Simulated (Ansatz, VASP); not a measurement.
## SiO2 in VASP and in Ansatz

```
Si O
1.0
     5.03870    0.00000    0.00000
    -2.51935    4.36364    0.00000
     0.00000    0.00000    5.52485
Si O
3 6
Direct
  0.00000 0.50000 0.33333
  0.50000 0.50000 0.66667
  0.50000 0.00000 0.00000
  0.58439 0.79220 0.83333
  0.79220 0.58439 0.50000
  0.79220 0.20780 0.16667
  0.41561 0.20780 0.83333
  0.20780 0.41561 0.50000
  0.20780 0.79220 0.16667
```

Alike in both runs: task single point; functional LDA; k mesh 6 × 6 × 4; occupations gaussian, width 0.02 eV; no spin polarisation.

|  | VASP | Ansatz |
| --- | --- | --- |
| version | VASP 6.6.1 | Ansatz 0.2.0 |
| potentials or method | VASP PAW LDA potentials, release 64 (Si, O), cutoff 520 eV | scalar-relativistic, plane waves, PAW |
| valence electrons in the cell | 48 | 48 |

```csv
,VASP,Ansatz,Ansatz less VASP
gap on the k mesh at the Fermi level (eV),5.49,5.50,+0.003
least direct gap on the mesh (eV),5.68,5.68,-0.001
pressure (GPa),0.6,0.0,-0.60
rms of the force components (eV/Å),0.004,0.000,-0.0035
```

LDA's correlation is that of Perdew and Zunger in VASP and of Perdew and Wang (1992) in Ansatz. Atom by atom the forces differ by 0.003 eV/Å (rms over components).
